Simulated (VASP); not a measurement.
# CdS (P6_3mc) in VASP: notebook, part 2 of 2

VASP 6.6.1. Earlier steps stand in the parts before.

## (3) Single point, PBE (strained cell)

INCAR

```
SYSTEM = CdS
ALGO = Normal ; EDIFF = 1E-6
ENCUT = 500 ; GGA = PE
GGA_COMPAT = .FALSE. ; ISIF = 2
ISMEAR = 0 ; LASPH = .TRUE.
LCHARG = .FALSE. ; LREAL = .FALSE.
LWAVE = .FALSE. ; NBANDS = 26
NELM = 120 ; PREC = Accurate
SIGMA = 0.02
```

KPOINTS

```
k-points
0
G
  6 6 4
  0 0 0
```

POSCAR

```
CdS
1.0
    4.2094080512      0.0000000000      0.0000000000
   -2.1047040256      3.6454543072      0.0000000000
    0.0000000000      0.0000000000      6.7614101763
Cd S
2 2
Direct
    0.3333333333      0.6666666667     -0.0011950272
    0.6666666667      0.3333333333      0.4988049728
    0.3333333333      0.6666666667      0.3781950272
    0.6666666667      0.3333333333      0.8781950272
```

Potentials or basis: VASP PAW PBE potentials, release 64 (Cd, S).

Started as:

```
cat potpaw_PBE.64/Cd/POTCAR potpaw_PBE.64/S/POTCAR > POTCAR
mpirun -np 1 vasp_std > vasp.out
```

OUTCAR:

```text
SYSTEM = CdS
   EDIFF = 1E-6
   ENCUT = 500
   GGA = PE
   ISIF = 2
   ISMEAR = 0
   LASPH = .TRUE.
   LREAL = .FALSE.
   NELM = 120
   PREC = Accurate

 ion  position               nearest neighbor table
   1  0.333  0.667  0.999-   4 2.56   4 2.56   4 2.56   3 2.57
   2  0.667  0.333  0.499-   3 2.56   3 2.56   3 2.56   4 2.57
   3  0.333  0.667  0.378-   2 2.56   2 2.56   2 2.56   1 2.57
   4  0.667  0.333  0.878-   1 2.56   1 2.56   1 2.56   2 2.57

  LATTYP: Found a hexagonal cell.
 ALAT       =     4.2094080512
 C/A-ratio  =     1.6062615204

  Lattice vectors:

 A1 = (   4.2094080512,   0.0000000000,   0.0000000000)
 A2 = (  -2.1047040256,   3.6454543072,   0.0000000000)
 A3 = (   0.0000000000,   0.0000000000,   6.7614101763)

Analysis of symmetry for initial positions (statically):
=====================================================================
 Subroutine PRICEL returns:
 Original cell was already a primitive cell.

 Routine SETGRP: Setting up the symmetry group for a
 hexagonal supercell.

 Subroutine GETGRP returns: Found 12 space group operations
 (whereof  6 operations were pure point group operations)
 out of a pool of 24 trial point group operations.

The static configuration has the point symmetry C_3v.
 The point group associated with its full space group is C_6v.

Analysis of symmetry for dynamics (positions and initial velocities):
=====================================================================
 Subroutine PRICEL returns:
 Original cell was already a primitive cell.

 Routine SETGRP: Setting up the symmetry group for a
 hexagonal supercell.

 Subroutine GETGRP returns: Found 12 space group operations
[... 116 lines left out ...]
   NUPDOWN=      -1.0000    fix difference up-down
   EMIN   =  10.00;   EMAX   =-10.00  energy-range for DOS
   EFERMI =   0.00;   METHOD = LEGACY
   ISMEAR =     0;   SIGMA  =   0.02  broadening in eV -4-tet -1-fermi 0-gaus
   EFERMI_NEDOS =   21; number of points for ismear=-14 and -15
   IALGO  =     38    algorithm
   IMIX   =      4    mixing-type and parameters
     AMIX     =   0.40;   BMIX     =  1.00
     AMIX_MAG =   1.60;   BMIX_MAG =  1.00
  volume/ion in A,a.u.               =      25.94       175.04
  Fermi-wavevector in a.u.,A,eV,Ry     =   1.150374  2.173891 18.005406  1.323360
  Thomas-Fermi vector in A             =   2.287038
   LORBIT       =      0    0 simple, 1 ext, 2 COOP (PROOUT), +10 PAW based schemes
   GGA     = PE    functional components
   LHFCALC =     F    Hartree Fock is set to
   AEXX    =    0.0000 exact exchange contribution
   IVDW    =     0    specifies the selected vdW correction
   LEPSILON=     F    determine dielectric tensor
   LRPA    =     F    only Hartree local field effects (RPA)
 non-spin polarized calculation
 Gauss-broadening in eV      SIGMA  =   0.02
  energy-cutoff  :      500.00
  volume of cell :      103.76
 maximum number of plane-waves:      2659
 NGX is ok and might be reduce to    32
   NGX = 15   NGY = 15   NGZ = 25

 number of electron      36.0000001 magnetization

 Free energy of the ion-electron system (eV)
  ---------------------------------------------------
  ext. energy  EPLUGINS =         0.00000000
  ---------------------------------------------------
  free energy    TOTEN  =       -12.29452742 eV

  energy without entropy =      -12.29452742  energy(sigma->0) =      -12.29452742

 E-fermi :   1.0499     XC(G=0):  -8.9355

 val. band max:        0.9281135676   @ k =   0.0000   0.0000   0.0000
 cond. band min:       2.0696707058   @ k =   0.0000   0.0000   0.0000
 fundamental gap:      1.1415571383
 Fermi energy:         1.0498675576

 k-point     1 :       0.0000    0.0000    0.0000
  band No.  band energies     occupation
      1     -11.1665      2.00000
      2     -10.7680      2.00000
      3      -6.6120      2.00000
      4      -6.6120      2.00000
      5      -6.6111      2.00000
      6      -6.5372      2.00000
[... 598 lines left out ...]
     25      10.2684      0.00000
     26      10.2714      0.00000

------------------------ aborting loop because EDIFF is reached ----------------------------------------

  FORCE on cell =-STRESS in cart. coord.  units (eV):
  Direction    XX          YY          ZZ          XY          YZ          ZX
  --------------------------------------------------------------------------------------
  -------------------------------------------------------------------------------------
  Total        0.1831370      0.1831370      0.5832255      0.0000000     -0.0000000      0.0000000
  in kB        2.8279818      2.8279818      9.0061070      0.0000000     -0.0000000      0.0000000
  external PRESSURE =       4.8873568 kB  Pullay stress =       0.0000000 kB

 VOLUME and BASIS-vectors are now :
 -----------------------------------------------------------------------------
  energy-cutoff  :      500.00
  volume of cell :      103.76
      direct lattice vectors                 reciprocal lattice vectors
     4.209408051  0.000000000  0.000000000     0.237563094  0.137157116  0.000000000
    -2.104704026  3.645454307  0.000000000     0.000000000  0.274314232  0.000000000
     0.000000000  0.000000000  6.761410176     0.000000000  0.000000000  0.147898142

 POSITION                                       TOTAL-FORCE (eV/Angst)
 -----------------------------------------------------------------------------------
     -0.00000      2.43030      6.75333         0.000000      0.000000     -0.002271
      2.10470      1.21515      3.37263         0.000000     -0.000000     -0.002271
     -0.00000      2.43030      2.55713        -0.000000      0.000000      0.002271
      2.10470      1.21515      5.93784        -0.000000     -0.000000      0.002271
 -----------------------------------------------------------------------------------
    total drift:                               -0.000000      0.000000     -0.001187

  FREE ENERGIE OF THE ION-ELECTRON SYSTEM (eV)
  ---------------------------------------------------
  free  energy   TOTEN  =       -12.2945274167 eV

  energy  without entropy=      -12.2945274167  energy(sigma->0) =      -12.29452742
```

It took 75 s on 1 thread of Intel Xeon 8259CL, shared host; peak memory 0.23 GiB.

What came out:

```
Free energy            : -12.2945 eV
Pressure               : 0.5 GPa
Band gap on the k mesh : 1.14 eV
```

Forces on the atoms (eV/Å):
```
Cd   0.000  0.000 -0.002
Cd   0.000  0.000 -0.002
S    0.000  0.000  0.002
S    0.000  0.000  0.002
```

Levels at points of the mesh, in eV from the valence-band top:
```csv
k point,band 16,band 17,band 18,band 19,band 20,band 21
"(0.00, 0.00, 0.00)",0.00,0.00,0.00,1.14,2.67,6.44
"(0.50, 0.00, 0.00)",-1.75,-1.16,-0.70,3.66,3.83,5.19
"(0.00, 0.00, 0.50)",-0.37,-0.37,-0.37,2.76,2.76,6.19
"(0.50, 0.00, 0.50)",-1.26,-1.18,-1.18,3.50,3.50,5.36
```

Caveat: the cell differs from its parent crystal (strained cell).

## (4) Single point, PBE

INCAR

```
SYSTEM = CdS
ALGO = Normal
EDIFF = 1E-6
ENCUT = 500
GGA = PE
GGA_COMPAT = .FALSE.
ISIF = 2
ISMEAR = 0
LASPH = .TRUE.
LCHARG = .TRUE.
LELF = .TRUE.
LREAL = .FALSE.
LVHAR = .TRUE.
LWAVE = .FALSE.
NBANDS = 26
NELM = 120
PREC = Accurate
SIGMA = 0.01
```

KPOINTS is that of step 3.

POSCAR is that of step 3.

Potentials or basis: VASP PAW PBE potentials, release 64 (Cd, S).

Started as:

```
cat potpaw_PBE.64/Cd/POTCAR potpaw_PBE.64/S/POTCAR > POTCAR
mpirun -np 1 vasp_std > vasp.out
```

OUTCAR:

```text
SYSTEM = CdS
   EDIFF = 1E-6
   ENCUT = 500
   GGA = PE
   ISIF = 2
   ISMEAR = 0
   LASPH = .TRUE.
   LREAL = .FALSE.
   NELM = 120
   PREC = Accurate

 ion  position               nearest neighbor table
   1  0.333  0.667  0.999-   4 2.56   4 2.56   4 2.56   3 2.57
   2  0.667  0.333  0.499-   3 2.56   3 2.56   3 2.56   4 2.57
   3  0.333  0.667  0.378-   2 2.56   2 2.56   2 2.56   1 2.57
   4  0.667  0.333  0.878-   1 2.56   1 2.56   1 2.56   2 2.57

  LATTYP: Found a hexagonal cell.
[... 803 lines left out ...]

  FORCE on cell =-STRESS in cart. coord.  units (eV):
  Direction    XX          YY          ZZ          XY          YZ          ZX
  --------------------------------------------------------------------------------------
  -------------------------------------------------------------------------------------
  Total        0.1831369      0.1831369      0.5832255      0.0000000      0.0000000     -0.0000000
  in kB        2.8279815      2.8279815      9.0061069      0.0000000      0.0000000     -0.0000000
  external PRESSURE =       4.8873566 kB  Pullay stress =       0.0000000 kB

 VOLUME and BASIS-vectors are now :
 -----------------------------------------------------------------------------
  energy-cutoff  :      500.00
  volume of cell :      103.76
      direct lattice vectors                 reciprocal lattice vectors
     4.209408051  0.000000000  0.000000000     0.237563094  0.137157116  0.000000000
    -2.104704026  3.645454307  0.000000000     0.000000000  0.274314232  0.000000000
     0.000000000  0.000000000  6.761410176     0.000000000  0.000000000  0.147898142

 POSITION                                       TOTAL-FORCE (eV/Angst)
 -----------------------------------------------------------------------------------
     -0.00000      2.43030      6.75333         0.000000      0.000000     -0.002271
      2.10470      1.21515      3.37263         0.000000      0.000000     -0.002271
     -0.00000      2.43030      2.55713         0.000000      0.000000      0.002271
      2.10470      1.21515      5.93784        -0.000000      0.000000      0.002271
 -----------------------------------------------------------------------------------
    total drift:                               -0.000000      0.000000     -0.001187

  FREE ENERGIE OF THE ION-ELECTRON SYSTEM (eV)
  ---------------------------------------------------
  free  energy   TOTEN  =       -12.2945274167 eV

  energy  without entropy=      -12.2945274167  energy(sigma->0) =      -12.29452742
```

stdout:

```text
POSCAR found type information on POSCAR CdS
 POSCAR found :  2 types and       4 ions
 scaLAPACK will be used
 LDA part: xc-table for (Slater+PW92), standard interpolation
 POSCAR, INCAR and KPOINTS ok, starting setup
 FFT: planning ... GRIDC
 FFT: planning ... GRID_SOFT
 FFT: planning ... GRID
 WAVECAR not read
 entering main loop
```

Run time: 94 s. Hardware: 1 thread of Intel Xeon 8259CL, shared host; peak memory 0.23 GiB.

What came out:

```
Free energy            : -12.2945 eV
Pressure               : 0.5 GPa
Band gap on the k mesh : 1.14 eV
```

Forces in eV/Å, atoms in the order of the input:
```
Cd   0.000  0.000 -0.002
Cd   0.000  0.000 -0.002
S    0.000  0.000  0.002
S    0.000  0.000  0.002
```

## (5) Relaxation of the atoms, PBE (strained cell)

INCAR

```
ALGO     = Normal         # electronic algorithm
EDIFF    = 1E-7           # SCF threshold, eV
EDIFFG   = -0.002         # ionic threshold
ENCUT    = 450            # plane-wave cutoff, eV
GGA      = PE             # functional
GGA_COMPAT= False        
IBRION   = 2              # ionic algorithm
ISIF     = 2              # what is computed and relaxed
ISMEAR   = 0              # smearing method
LASPH    = True           # aspherical terms in the spheres
LCHARG   = False          # write CHGCAR
LREAL    = False          # projectors in reciprocal space
LWAVE    = False          # write WAVECAR
NELM     = 120            # most SCF steps
NELMIN   = 4            
NSW      = 60             # ionic steps
PREC     = Accurate       # precision mode
SIGMA    = 0.02           # smearing width, eV
```

KPOINTS

```
k-points
0
Gamma
  6 6 4
```

POSCAR

```
CdS
1.0
    4.2071489642      0.0000000000      0.0000000000
   -2.1035744821      3.6434978805      0.0000000000
    0.0000000000      0.0000000000      6.7614101763
Cd S
2 2
Direct
    0.3333333333      0.6666666667      0.0002266596
    0.6666666667      0.3333333333      0.5002266596
    0.3333333333      0.6666666667      0.3767733404
    0.6666666667      0.3333333333      0.8767733404
```

Started as:

```
cat potpaw_PBE.64/Cd/POTCAR potpaw_PBE.64/S/POTCAR > POTCAR
mpirun -np 1 vasp_std > vasp.out
```

Run time: 2.8 min. Hardware: 1 thread of Intel Xeon 8259CL, shared host; peak memory 0.21 GiB.

It converged, with:

| Item | Value |
| --- | --- |
| Free energy | -12.2927 eV |
| Energy gained by relaxing | 0.4 meV/atom |
| Ionic steps | 4 |
| Pressure after relaxing | 0.4 GPa |
| Band gap on the k mesh | 1.14 eV |

Stress tensor (GPa, compression positive):
```
0.23 0.00 0.00
0.00 0.23 0.00
0.00 0.00 0.81
```

The path:
| step | energy change (eV) | largest force (eV/Å) | pressure (GPa) |
| --- | --- | --- | --- |
| 1 | 0.0000 | 0.0850 | 0.44 |
| 2 | -0.0011 | 0.0470 | 0.43 |
| 3 | -0.0016 | 0.0031 | 0.43 |
| 4 | -0.0016 | 0.0001 | 0.43 |

Final structure:
```yaml
crystal:
  lattice:
    - [4.20715, 0.00000, 0.00000]
    - [-2.10357, 3.64350, 0.00000]
    - [0.00000, 0.00000, 6.76141]
  atoms:
    - { symbol: Cd, position: [0.33333, 0.66667, 0.99884] }
    - { symbol: Cd, position: [0.66667, 0.33333, 0.49884] }
    - { symbol: S, position: [0.33333, 0.66667, 0.37816] }
    - { symbol: S, position: [0.66667, 0.33333, 0.87816] }
```

Levels at points of the mesh, in eV from the valence-band top:
| k point | band 14 | band 15 | band 16 | band 17 | band 18 | band 19 | band 20 | band 21 | band 22 |
| --- | --- | --- | --- | --- | --- | --- | --- | --- | --- |
| (0.00, 0.00, 0.00) | -0.71 | -0.71 | 0.00 | 0.00 | 0.00 | 1.14 | 2.67 | 6.44 | 6.44 |
| (0.50, 0.00, 0.00) | -3.35 | -2.44 | -1.76 | -1.16 | -0.70 | 3.66 | 3.83 | 5.19 | 6.34 |
| (0.00, 0.00, 0.50) | -2.32 | -0.37 | -0.37 | -0.37 | -0.37 | 2.76 | 2.76 | 6.19 | 6.19 |
| (0.50, 0.00, 0.50) | -3.93 | -1.26 | -1.26 | -1.18 | -1.18 | 3.50 | 3.50 | 5.36 | 5.36 |

Caveat: the cell differs from its parent crystal (strained cell).

## (6) Summary

| task | cell | cutoff (eV) | smearing | gap on the mesh (eV) | pressure (GPa) |
| --- | --- | --- | --- | --- | --- |
| single point | a = 4.207, b = 4.207, c = 6.761 Å, angles 90.0, 90.0, 120.0°, 4 atoms, atomic positions A | 500 | gaussian 0.02 eV | 1.14 | 0.5 |
| single point | a = 4.209, b = 4.209, c = 6.761 Å, angles 90.0, 90.0, 120.0°, 4 atoms, atomic positions B | 500 | gaussian 0.02 eV | 1.14 | 0.5 |
| single point | a = 4.209, b = 4.209, c = 6.761 Å, angles 90.0, 90.0, 120.0°, 4 atoms, atomic positions B | 500 | gaussian 0.01 eV | 1.14 | 0.5 |
| relaxation of the atoms | atoms relaxed from a = 4.207, b = 4.207, c = 6.761 Å, angles 90.0, 90.0, 120.0°, 4 atoms, atomic positions C | 450 | gaussian 0.02 eV | 1.14 | 0.4 |

Alike in all rows: level PBE; potentials or basis VASP PAW PBE potentials, release 64 (Cd, S); no spin polarisation; k mesh 6 × 6 × 4.

Total energies depend on the potentials used, so only differences within one code and one set of settings carry meaning.
